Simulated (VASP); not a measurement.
Set up this calculation in VASP 6.6.1, as the native input.

```yaml
Task: single point
Functional: LDA
Potentials_or_basis: VASP PAW LDA potentials, release 64 (Sr_sv, O)
Cutoff: 600 eV
k_mesh: 8 × 8 × 8
Occupations: gaussian, width 0.05 eV
Spin: no spin polarisation
Dipole_correction: no
Further_INCAR_settings: ALGO = Normal; EDIFF = 1e-06; NBANDS = 15
```

The structure of SrO lies in POSCAR:

```
SrO
1.0
    0.0000000000      2.5698000000      2.5698000000
    2.5698000000      0.0000000000      2.5698000000
    2.5698000000      2.5698000000      0.0000000000
Sr O
1 1
Direct
    0.0000000000      0.0000000000     -0.1167406024
    0.5000000000      0.5000000000      0.5000000000
```

This cell differs from its parent crystal: atom 1 (Sr) moved by (-0.300, -0.300) A along x and y.

These files were run (other wordings do the same):

INCAR

```
  PREC = Accurate
  ENCUT = 600
  EDIFF = 1E-6
  ISMEAR = 0
  SIGMA = 0.05
  LREAL = F
  LASPH = T
  NELM = 120
  ALGO = Normal
  ISIF = 2
  LWAVE = F
  LCHARG = F
  NBANDS = 15
  GGA_COMPAT = F
```

KPOINTS

```
Automatic mesh
0
Gamma
  8 8 8
```

Potentials or basis: VASP PAW LDA potentials, release 64 (Sr_sv, O).

Run with:

```console
$ cat potpaw_LDA.64/Sr_sv/POTCAR potpaw_LDA.64/O/POTCAR > POTCAR
$ mpirun -np 1 vasp_std > vasp.out
```

Results of the run:

```yaml
Pressure: 1.6 GPa
Largest_force: 1.286 eV/Å
Band_gap_on_the_k_mesh: 3.79 eV (least direct gap 3.90 eV)
```

Caveat: the cell differs from its parent crystal (atom 1 (Sr) moved by (-0.300, -0.300) A along x and y); forces of over 1 eV/Å act on the atoms, so gaps and moduli don't describe the material at rest.

Wall time 72 s on 1 thread of Intel(R) Xeon(R) Platinum 8488C (Sapphire Rapids), with other jobs on the host, peak memory 0.19 GiB.
